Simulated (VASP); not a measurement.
# SiSb3Au (Pm-3m) in VASP: further runs

SiSb3Au is run at these levels: PBE; tasks: single point, relaxation of cell and atoms.

Everything below comes from runs of VASP 6.6.1. Logs are shortened: lines on timing, memory, paths and dates and some standing lists are left out, and cuts for length are marked.

### Step 1. The cell of the first run

Symmetry: Pm-3m, No. 221, cubic system. The conventional cell has a = 5.170 Å, b = 5.170 Å, c = 5.170 Å, α = 90.00°, β = 90.00°, γ = 90.00°. Si (site symmetry m-3m) has 6 Sb at 2.58 Å within 3.4 Å. Within 3.4 Å of Sb (site symmetry 4/mmm) lie 2 Si at 2.58 Å. Within 4.8 Å of Au (site symmetry m-3m) lie 12 Sb at 3.66 Å and 8 Si at 4.48 Å.

The cell was generated, and may not be a known phase.

### Step 2. Single point, PBE

Contents of INCAR:

```
ALGO     = Normal         # electronic algorithm
EDIFF    = 1E-6           # SCF threshold, eV
ENCUT    = 520            # plane-wave cutoff, eV
GGA      = PE             # functional
ISIF     = 2              # what is computed and relaxed
ISMEAR   = 0              # smearing method
LASPH    = T              # aspherical terms in the spheres
LCHARG   = F              # write CHGCAR
LREAL    = F              # projectors in reciprocal space
LWAVE    = F              # write WAVECAR
NBANDS   = 23             # bands
NELM     = 100            # most SCF steps
PREC     = Accurate       # precision mode
SIGMA    = 0.1            # smearing width, eV
```

Contents of KPOINTS:

```
k-points
0
Gamma
  8 8 8
```

Contents of POSCAR:

```
SiSb3Au
1.0
    5.1695137475      0.0000000000      0.0000000000
    0.0000000000      5.1695137475      0.0000000000
    0.0000000000      0.0000000000      5.1695137475
Si Sb Au
1 3 1
Direct
    0.5000000000      0.5000000000      0.5000000000
    0.0000000000      0.5000000000      0.5000000000
    0.5000000000      0.0000000000      0.5000000000
    0.5000000000      0.5000000000      0.0000000000
    0.0000000000      0.0000000000      0.0000000000
```

Potentials or basis: VASP PAW PBE potentials, release 64 (Si, Sb, Au).

Launch:

```console
> cat potpaw_PBE.64/Si/POTCAR potpaw_PBE.64/Sb/POTCAR potpaw_PBE.64/Au/POTCAR > POTCAR
> mpirun -np 1 vasp_std > vasp.out
```

OUTCAR:

```text
EDIFF = 1E-6
   ENCUT = 520
   GGA = PE
   ISIF = 2
   ISMEAR = 0
   LASPH = T
   LREAL = F
   NELM = 100
   PREC = Accurate

 ion  position               nearest neighbor table
   1  0.500  0.500  0.500-   2 2.58   3 2.58   4 2.58   4 2.58   3 2.58   2 2.58
   2  0.000  0.500  0.500-   1 2.58   1 2.58   4 3.66   5 3.66   4 3.66   5 3.66   3 3.66   5 3.66
                             5 3.66   3 3.66   3 3.66   4 3.66   4 3.66   3 3.66
   3  0.500  0.000  0.500-   1 2.58   1 2.58   4 3.66   5 3.66   4 3.66   5 3.66   2 3.66   2 3.66
                             4 3.66   4 3.66   2 3.66   5 3.66   5 3.66   2 3.66
   4  0.500  0.500  0.000-   1 2.58   1 2.58   3 3.66   5 3.66   2 3.66   2 3.66   3 3.66   3 3.66
                             5 3.66   3 3.66   2 3.66   5 3.66   2 3.66   5 3.66
   5  0.000  0.000  0.000-   2 3.66   3 3.66   4 3.66   2 3.66   3 3.66   2 3.66   4 3.66   2 3.66
                             3 3.66   4 3.66   3 3.66   4 3.66

  LATTYP: Found a simple cubic cell.
 ALAT       =     5.1695137475

  Lattice vectors:

 A1 = (   5.1695137475,   0.0000000000,   0.0000000000)
 A2 = (   0.0000000000,   5.1695137475,   0.0000000000)
 A3 = (   0.0000000000,   0.0000000000,   5.1695137475)

Analysis of symmetry for initial positions (statically):
=====================================================================
 Subroutine PRICEL returns:
 Original cell was already a primitive cell.

 Routine SETGRP: Setting up the symmetry group for a
 simple cubic supercell.

 Subroutine GETGRP returns: Found 48 space group operations
 (whereof 48 operations were pure point group operations)
 out of a pool of 48 trial point group operations.

The static configuration has the point symmetry O_h .

Analysis of symmetry for dynamics (positions and initial velocities):
=====================================================================
 Subroutine PRICEL returns:
 Original cell was already a primitive cell.

 Routine SETGRP: Setting up the symmetry group for a
 simple cubic supercell.

 Subroutine GETGRP returns: Found 48 space group operations
 (whereof 48 operations were pure point group operations)
 out of a pool of 48 trial point group operations.

The dynamic configuration has the point symmetry O_h .

 Subroutine INISYM returns: Found 48 space group operations
 (whereof 48 operations are pure point group operations),
 and found     1 'primitive' translations

----------------------------------------------------------------------------------------

                                     Primitive cell

  volume of cell :     138.1494

  direct lattice vectors                    reciprocal lattice vectors
     5.169513747  0.000000000  0.000000000     0.193441791  0.000000000  0.000000000
     0.000000000  5.169513747  0.000000000     0.000000000  0.193441791  0.000000000
     0.000000000  0.000000000  5.169513747     0.000000000  0.000000000  0.193441791

  length of vectors
     5.169513747  5.169513747  5.169513747     0.193441791  0.193441791  0.193441791

  position of ions in fractional coordinates (direct lattice)
     0.500000000  0.500000000  0.500000000
     0.000000000  0.500000000  0.500000000
     0.500000000  0.000000000  0.500000000
     0.500000000  0.500000000  0.000000000
     0.000000000  0.000000000  0.000000000

  ion indices of the primitive-cell ions
   primitive index   ion index
                 1           1
                 2           2
                 3           3
                 4           4
                 5           5

----------------------------------------------------------------------------------------

 KPOINTS: k-points

Automatic generation of k-mesh.
 Grid dimensions read from file:
 generate k-points for:    8    8    8

 Generating k-lattice:

  Cartesian coordinates                     Fractional coordinates (reciprocal lattice)
     0.024180224  0.000000000  0.000000000     0.125000000  0.000000000  0.000000000
     0.000000000  0.024180224  0.000000000     0.000000000  0.125000000  0.000000000
     0.000000000  0.000000000  0.024180224     0.000000000  0.000000000  0.125000000

  Length of vectors
     0.024180224  0.024180224  0.024180224

  Shift w.r.t. Gamma in fractional coordinates (k-lattice)
     0.000000000  0.000000000  0.000000000

 Subroutine IBZKPT returns following result:
 ===========================================

 Found     35 irreducible k-points:

 Following reciprocal coordinates:
            Coordinates               Weight
  0.000000  0.000000  0.000000      1.000000
  0.125000  0.000000  0.000000      6.000000
  0.250000  0.000000  0.000000      6.000000
  0.375000  0.000000  0.000000      6.000000
  0.500000  0.000000  0.000000      3.000000
  0.125000  0.125000  0.000000     12.000000
[... 16 lines left out ...]
  0.375000  0.375000  0.125000     24.000000
  0.500000  0.375000  0.125000     24.000000
 [... further k-points ...]
[... 88 lines left out ...]
      1      -6.3591      2.00000
      2      -2.3853      2.00000
      3      -2.0694      2.00000
      4       0.6377      2.00000
      5       0.7549      2.00000
      6       0.7549      2.00000
[... 15 lines left out ...]
     22      10.7234      0.00000
     23      11.6722      0.00000

 k-point     3 :       0.2500    0.0000    0.0000
  band No.  band energies     occupation
      1      -6.1812      2.00000
      2      -3.0216      2.00000
      3      -2.0340      2.00000
      4       0.6892      2.00000
      5       0.8532      2.00000
      6       0.8532      2.00000
[... 15 lines left out ...]
     22      11.8347      0.00000
     23      11.8347      0.00000

 k-point     4 :       0.3750    0.0000    0.0000
  band No.  band energies     occupation
      1      -5.9495      2.00000
      2      -3.6137      2.00000
      3      -1.9973      2.00000
      4       0.8552      2.00000
      5       0.9605      2.00000
      6       0.9605      2.00000
[... 15 lines left out ...]
     22      11.1810      0.00000
     23      11.8168      0.00000

 k-point     5 :       0.5000    0.0000    0.0000
  band No.  band energies     occupation
      1      -5.8246      2.00000
      2      -3.8691      2.00000
      3      -1.9818      2.00000
      4       0.9521      2.00000
      5       1.0079      2.00000
      6       1.0079      2.00000
[... 15 lines left out ...]
     22      10.4220      0.00000
     23      11.5926      0.00000

 k-point     6 :       0.1250    0.1250    0.0000
  band No.  band energies     occupation
      1      -6.2948      2.00000
      2      -2.4719      2.00000
      3      -2.2372      2.00000
      4       0.2067      2.00000
      5       0.7951      2.00000
      6       1.4038      2.00000
[... 15 lines left out ...]
     22      10.9852      0.00000
     23      11.8608      0.00000

 k-point     7 :       0.2500    0.1250    0.0000
  band No.  band energies     occupation
      1      -6.1155      2.00000
      2      -3.0120      2.00000
      3      -2.2622      2.00000
      4       0.0992      2.00000
      5       0.8982      2.00000
      6       1.8182      2.00000
[... 353 lines left out ...]
     22      11.5273      0.00000
     23      11.7705      0.00000

 k-point    21 :       0.3750    0.2500    0.1250
  band No.  band energies     occupation
      1      -5.6164      2.00000
      2      -3.5054      2.00000
      3      -2.8177      2.00000
      4      -0.7901      2.00000
      5       1.9614      2.00000
      6       2.3842      2.00000
[... 15 lines left out ...]
     22      11.4335      0.00000
     23      11.9938      0.00000

 k-point    22 :       0.5000    0.2500    0.1250
  band No.  band energies     occupation
      1      -5.4786      2.00000
      2      -3.7490      2.00000
      3      -2.8040      2.00000
      4      -0.7806      2.00000
      5       2.0175      2.00000
      6       2.2141      2.00000
[... 15 lines left out ...]
     22      11.1562      0.00000
     23      12.2424      0.00000

 k-point    23 :       0.3750    0.3750    0.1250
  band No.  band energies     occupation
      1      -5.3485      2.00000
      2      -3.4989      2.00000
      3      -3.3028      2.00000
      4      -0.9136      2.00000
      5       1.9490      2.00000
      6       2.1264      2.00000
[... 15 lines left out ...]
     22      10.7423      0.00000
     23      11.9268      0.00000

 k-point    24 :       0.5000    0.3750    0.1250
  band No.  band energies     occupation
      1      -5.1921      2.00000
      2      -3.6786      2.00000
      3      -3.3624      2.00000
      4      -0.9314      2.00000
      5       1.7837      2.00000
      6       2.2063      2.00000
[... 15 lines left out ...]
     22      10.3334      0.00000
     23      12.3196      0.00000

 [... further k-points ...]

------------------------ aborting loop because EDIFF is reached ----------------------------------------

  FORCE on cell =-STRESS in cart. coord.  units (eV):
  Direction    XX          YY          ZZ          XY          YZ          ZX
  --------------------------------------------------------------------------------------
  -------------------------------------------------------------------------------------
  Total       -0.0006386     -0.0006386     -0.0006386     -0.0000000      0.0000000      0.0000000
  in kB       -0.0074065     -0.0074065     -0.0074065     -0.0000000      0.0000000      0.0000000
  external PRESSURE =      -0.0074065 kB  Pullay stress =       0.0000000 kB

 VOLUME and BASIS-vectors are now :
 -----------------------------------------------------------------------------
  energy-cutoff  :      520.00
  volume of cell :      138.15
      direct lattice vectors                 reciprocal lattice vectors
     5.169513747  0.000000000  0.000000000     0.193441791  0.000000000  0.000000000
     0.000000000  5.169513747  0.000000000     0.000000000  0.193441791  0.000000000
     0.000000000  0.000000000  5.169513747     0.000000000  0.000000000  0.193441791

 POSITION                                       TOTAL-FORCE (eV/Angst)
 -----------------------------------------------------------------------------------
      2.58476      2.58476      2.58476         0.000000      0.000000      0.000000
      0.00000      2.58476      2.58476         0.000000      0.000000      0.000000
      2.58476      0.00000      2.58476         0.000000      0.000000      0.000000
      2.58476      2.58476      0.00000         0.000000      0.000000      0.000000
      0.00000      0.00000      0.00000         0.000000      0.000000      0.000000
 -----------------------------------------------------------------------------------
    total drift:                                0.000000     -0.000000     -0.000000

  FREE ENERGIE OF THE ION-ELECTRON SYSTEM (eV)
  ---------------------------------------------------
  free  energy   TOTEN  =       -17.3585919682 eV

  energy  without entropy=      -17.3418707257  energy(sigma->0) =      -17.35023135
```

It took 59 s on 1 thread of AMD EPYC 9R45 (Zen 5), shared host; peak memory 0.28 GiB.

Results:

| Item | Value |
| --- | --- |
| Free energy | -17.3586 eV |
| Pressure | 0.0 GPa |
| Band gap on the k mesh | zero (bands 15 and 16 overlap by 0.76 eV) |

Caveat: spin-orbit coupling is left out, which moves the levels of the heavy elements.

### Step 3. Relaxation of cell and atoms, PBE

This run uses another cell than the first one, of 27.11 Å³/atom.

Contents of INCAR:

```
SYSTEM = SiSb3Au
ALGO     = Normal         ! electronic algorithm
EDIFF    = 1E-6           ! SCF threshold, eV
EDIFFG   = -0.01          ! ionic threshold
ENCUT    = 600            ! plane-wave cutoff, eV
GGA      = PE             ! functional
IBRION   = 2              ! ionic algorithm
ISIF     = 3              ! what is computed and relaxed
ISMEAR   = 0              ! smearing method
LASPH    = .TRUE.         ! aspherical terms in the spheres
LCHARG   = .FALSE.        ! write CHGCAR
LREAL    = .FALSE.        ! projectors in reciprocal space
LWAVE    = .FALSE.        ! write WAVECAR
NELM     = 100            ! most SCF steps
NSW      = 100            ! ionic steps
PREC     = Accurate       ! precision mode
SIGMA    = 0.1            ! smearing width, eV
```

Contents of KPOINTS:

```
k-points
0
G
  8 8 8
  0 0 0
```

POSCAR: that of step 2 with these lines changed.

```diff
@@ -2,5 +2,5 @@
 1.0
-    5.1695137475      0.0000000000      0.0000000000
-    0.0000000000      5.1695137475      0.0000000000
-    0.0000000000      0.0000000000      5.1695137475
+    5.1370704606      0.0000000000      0.0000000000
+    0.0000000000      5.1370704606      0.0000000000
+    0.0000000000      0.0000000000      5.1370704606
 Si Sb Au
```

Potentials or basis: VASP PAW PBE potentials, release 64 (Si, Sb, Au).

Launch:

```console
> cat potpaw_PBE.64/Si/POTCAR potpaw_PBE.64/Sb/POTCAR potpaw_PBE.64/Au/POTCAR > POTCAR
> mpirun -np 1 vasp_std > vasp.out
```

Wall time 2.2 min (1 thread of AMD EPYC 9R45 (Zen 5), shared host); peak memory 0.32 GiB.

It converged, with:

```yaml
Free_energy: -17.3586 eV
Relaxed_volume: 27.64 Å³/atom
Relaxed_cell: a = 5.170 Å, b = 5.170 Å, c = 5.170 Å, α = 90.00°, β = 90.00°, γ = 90.00°
Space_group_after_relaxing_to_0.1_Å: Pm-3m (No. 221)
Energy_gained_by_relaxing: 1.5 meV/atom
Ionic_steps: 3
Pressure_after_relaxing: 0.0 GPa
Band_gap_on_the_k_mesh: zero (bands 15 and 16 overlap by 0.76 eV)
```

Step by step:
| step | energy change (eV) | largest force (eV/Å) | pressure (GPa) | volume (Å³) |
| --- | --- | --- | --- | --- |
| 1 | 0.0000 | 0.0000 | 0.94 | 135.56 |
| 2 | -0.0072 | 0.0000 | -0.17 | 138.71 |
| 3 | -0.0075 | 0.0000 | 0.00 | 138.18 |

Final structure:
```cif
data_structure
_symmetry_space_group_name_H-M 'P 1'
_symmetry_Int_Tables_number 1
_cell_length_a 5.1699
_cell_length_b 5.1699
_cell_length_c 5.1699
_cell_angle_alpha 90.000
_cell_angle_beta 90.000
_cell_angle_gamma 90.000
_cell_volume 138.18
loop_
_atom_site_label
_atom_site_type_symbol
_atom_site_fract_x
_atom_site_fract_y
_atom_site_fract_z
_atom_site_occupancy
Si1 Si 0.50000 0.50000 0.50000 1
Sb1 Sb 0.00000 0.50000 0.50000 1
Sb2 Sb 0.50000 0.00000 0.50000 1
Sb3 Sb 0.50000 0.50000 0.00000 1
Au1 Au 0.00000 0.00000 0.00000 1
```

Levels at points of the mesh, in eV from the Fermi level:
```csv
k point,band 12,band 13,band 14,band 15,band 16,band 17,band 18,band 19
"(0.00, 0.00, 0.00)",-2.82,-0.07,0.22,0.22,0.22,0.27,0.27,0.27
"(0.50, 0.00, 0.00)",-2.72,-1.47,-1.47,0.01,0.74,0.89,0.89,1.44
"(0.50, 0.50, 0.00)",-1.09,-1.09,-0.52,-0.52,0.27,0.73,1.79,1.79
"(0.50, 0.50, 0.50)",-2.75,-2.00,0.33,0.33,2.06,2.06,2.06,2.60
```

Caveat: spin-orbit coupling is left out, which moves the levels of the heavy elements.

### Step 4. Single point, PBE

This run uses another cell than the first one, of 28.45 Å³/atom.

Contents of INCAR:

```
ALGO = Normal
EDIFF = 1E-6
ENCUT = 520
GGA = PE
ISIF = 2
ISMEAR = 0
LASPH = T
LCHARG = F
LREAL = F
LWAVE = F
NBANDS = 23
NELM = 100
PREC = Accurate
SIGMA = 0.1
```

Contents of KPOINTS:

```
k-points
0
Gamma
  4 4 4
```

POSCAR: that of step 3 with these lines changed.

```diff
@@ -2,5 +2,5 @@
 1.0
-    5.1370704606      0.0000000000      0.0000000000
-    0.0000000000      5.1370704606      0.0000000000
-    0.0000000000      0.0000000000      5.1370704606
+    5.2202343900      0.0000000000      0.0000000000
+    0.0000000000      5.2202343900      0.0000000000
+    0.0000000000      0.0000000000      5.2202343900
 Si Sb Au
```

Launch:

```console
> cat potpaw_PBE.64/Si/POTCAR potpaw_PBE.64/Sb/POTCAR potpaw_PBE.64/Au/POTCAR > POTCAR
> mpirun -np 1 vasp_std > vasp.out
```

Run time: 21 s. Hardware: 1 thread of AMD EPYC 9R45 (Zen 5), shared host; peak memory 0.22 GiB.

It converged, with:

```
Free energy            : -17.4318 eV
Pressure               : -2.0 GPa
Band gap on the k mesh : zero (bands 15 and 16 overlap by 0.41 eV)
```

Levels at points of the mesh, in eV from the Fermi level:
```
           k point  band 10  band 11  band 12  band 13  band 14  band 15  band 16  band 17  band 18  band 19
(0.00, 0.00, 0.00)    -2.76    -2.70    -2.70    -0.17     0.22     0.22     0.22     0.31     0.31     0.31
(0.50, 0.00, 0.00)    -2.75    -2.75    -2.61    -1.37    -1.37     0.05     0.62     0.87     0.87     1.31
(0.50, 0.50, 0.00)    -2.64    -2.61    -1.02    -1.02    -0.48    -0.48     0.15     0.74     1.61     1.61
(0.50, 0.50, 0.50)    -2.64    -2.64    -2.64    -1.86     0.21     0.21     1.81     1.81     1.81     2.53
```

Caveat: spin-orbit coupling is left out, which moves the levels of the heavy elements.

### Step 5. Summary

```csv
task,cell,k mesh,cutoff (eV),gap on the mesh (eV),pressure (GPa)
single point,"a = 5.170 Å, 5 atoms",8 × 8 × 8,520,none,0.0
relaxation of cell and atoms,"relaxed from a = 5.137 Å, 5 atoms",8 × 8 × 8,600,none,0.0
single point,"a = 5.220 Å, 5 atoms",4 × 4 × 4,520,none,-2.0
```

Alike in all rows: level PBE; potentials or basis VASP PAW PBE potentials, release 64 (Si, Sb, Au); no spin polarisation; smearing gaussian 0.1 eV.

Caveats: spin-orbit coupling is left out, which moves the levels of the heavy elements.

Absolute energies hang on the potentials; compare differences alone.
